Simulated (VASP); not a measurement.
Write the native input for VASP 6.6.1 that does the following.

| Quantity | Value |
| --- | --- |
| Task | relaxation of cell and atoms |
| Functional | PBE |
| Potentials or basis | VASP PAW PBE potentials, release 64 (Si, Sn_d, Ge_d) |
| Cutoff | 600 eV |
| k mesh | 12 × 12 × 6 |
| Occupations | gaussian, width 0.01 eV |
| Spin | no spin polarisation |
| Dipole correction | no |
| Further INCAR settings | ALGO = Normal; EDIFF = 1e-07; IBRION = 2; EDIFFG = -0.001; NSW = 80; ISIF = 3 |

The structure of Si2SnGe lies in POSCAR:

```
Si2SnGe
1.0
    4.1210345592      0.0000000000      0.0000000000
    0.0000000000      4.1210345592      0.0000000000
    0.0000000000      0.0000000000      5.8590948847
Si Sn Ge
2 1 1
Direct
    0.5000000000      0.0000000000      0.7683464591
    0.0000000000      0.5000000000      0.2316535409
    0.0000000000      0.0000000000      0.5000000000
    0.5000000000      0.5000000000      0.0000000000
```

One way to write it, as run:

INCAR

```
SYSTEM = Si2SnGe
PREC = Accurate
ENCUT = 600
EDIFF = 1E-7
ISMEAR = 0
SIGMA = 0.01
LREAL = .FALSE.
LASPH = .TRUE.
NELM = 60
ALGO = Normal
ISIF = 3
LWAVE = .FALSE.
LCHARG = .FALSE.
GGA = PE
IBRION = 2
NSW = 80
EDIFFG = -0.001
```

KPOINTS

```
Automatic mesh
0
G
  12 12 6
  0 0 0
```

Potentials or basis: VASP PAW PBE potentials, release 64 (Si, Sn_d, Ge_d).

Launch:

```bash
$ cat potpaw_PBE.64/Si/POTCAR potpaw_PBE.64/Sn_d/POTCAR potpaw_PBE.64/Ge_d/POTCAR > POTCAR
$ mpirun -np 1 vasp_std > vasp.out
```

It gave:

```yaml
Relaxed_volume: 24.86 Å³/atom
Relaxed_cell: a = 4.120 Å, b = 4.120 Å, c = 5.858 Å, α = 90.00°, β = 90.00°, γ = 90.00°
Space_group_after_relaxing_to_0.1_Å: P-4m2 (No. 115)
Energy_gained_by_relaxing: 0.0 meV/atom
Ionic_steps: 4
Pressure_after_relaxing: 0.0 GPa
Band_gap_on_the_k_mesh: 0.10 eV (least direct gap 0.17 eV)
```

Caveat: semilocal functionals underestimate gaps, and a narrow one can read as zero; spin-orbit coupling is left out, which moves the levels of the heavy elements.

Wall time 4.3 min on 1 thread of Intel(R) Xeon(R) 6975P-C (Granite Rapids), with other jobs on the host, peak memory 0.49 GiB.
